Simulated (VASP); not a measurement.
Write the native input for VASP 6.6.1 that does the following.

```yaml
Task: single point
Functional: PBE
Potentials_or_basis: VASP PAW PBE potentials, release 64 (Zr_sv)
Cutoff: 520 eV
k_mesh: 10 × 10 × 5
Occupations: fermi-dirac, width 0.15 eV
Spin: no spin polarisation
Dipole_correction: no
Further_INCAR_settings: ALGO = Normal; EDIFF = 1e-06; NBANDS = 19
```

The structure of Zr lies in POSCAR:

```
Zr
1.0
    3.1204616910      0.0000000000      0.0000000000
   -1.5602308455      2.7023989946      0.0000000000
    0.0000000000      0.0000000000      4.9693738626
Zr
2
Direct
    0.3333333333      0.6666666667      0.2500000000
    0.6666666667      0.3333333333      0.7500000000
```

These files were run (other wordings do the same):

INCAR

```
SYSTEM = Zr
PREC = Accurate
ENCUT = 520
EDIFF = 1E-6
ISMEAR = -1
SIGMA = 0.15
LREAL = .False.
LASPH = .True.
NELM = 60
ALGO = Normal
ISIF = 2
LWAVE = .False.
LCHARG = .False.
GGA = PE
NBANDS = 19
```

KPOINTS

```
regular mesh
0
Gamma
  10 10 5
  0 0 0
```

Potentials or basis: VASP PAW PBE potentials, release 64 (Zr_sv).

Command:

```sh
$ cat potpaw_PBE.64/Zr_sv/POTCAR > POTCAR
$ mpirun -np 1 vasp_std > vasp.out
```

Results of the run:

```yaml
Pressure: 12.4 GPa
Band_gap_on_the_k_mesh: zero (band 12 reaches 11.14 eV, above the bottom of band 13 at 9.95 eV)
```

Run time: 29 s on 1 thread of Intel(R) Xeon(R) Platinum 8259CL CPU @ 2.50GHz (Skylake/Cascade Lake), on a shared host, peak memory 0.17 GiB.
